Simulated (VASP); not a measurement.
## KI: single point with PBEsol

KI:

```
K I
1.0
     0.00000    3.54789    3.54789
     3.54789    0.00000    3.54789
     3.54789    3.54789    0.00000
K I
1 1
Direct
  0.00000 0.00000 0.00000
  0.50000 0.50000 0.50000
```

This cell differs from its parent crystal: volume scaled by 1.02.

- Program: VASP 6.6.1
- Task: single point
- Functional: PBEsol
- Potentials or basis: VASP PAW PBE potentials, release 64 (K_sv, I)
- Cutoff: 520 eV
- k mesh: 8 × 8 × 8
- Occupations: fermi-dirac, width 0.01 eV
- Spin: no spin polarisation

```json
{
 "Pressure": "-0.4 GPa",
 "Band gap on the k mesh": "3.79 eV, direct"
}
```

Levels at points of the mesh, in eV from the valence-band top:
```csv
k point,band 6,band 7,band 8,band 9,band 10,band 11
"(0.00, 0.00, 0.00)",0.00,0.00,0.00,3.79,6.43,6.43
"(0.50, 0.00, 0.00)",-1.32,-0.33,-0.33,5.37,7.57,8.04
"(0.50, 0.50, 0.00)",-1.00,-0.37,-0.37,4.85,5.65,8.06
```

Run time: 33 s on 1 thread of Intel(R) Xeon(R) Platinum 8259CL CPU @ 2.50GHz (Skylake/Cascade Lake), with other jobs on the host, peak memory 0.25 GiB.

Caveat: the PAW data sets were made with another functional, which shifts forces and pressure a little; spin-orbit coupling is left out, which moves the levels of the heavy elements. A k mesh can miss the band edges.
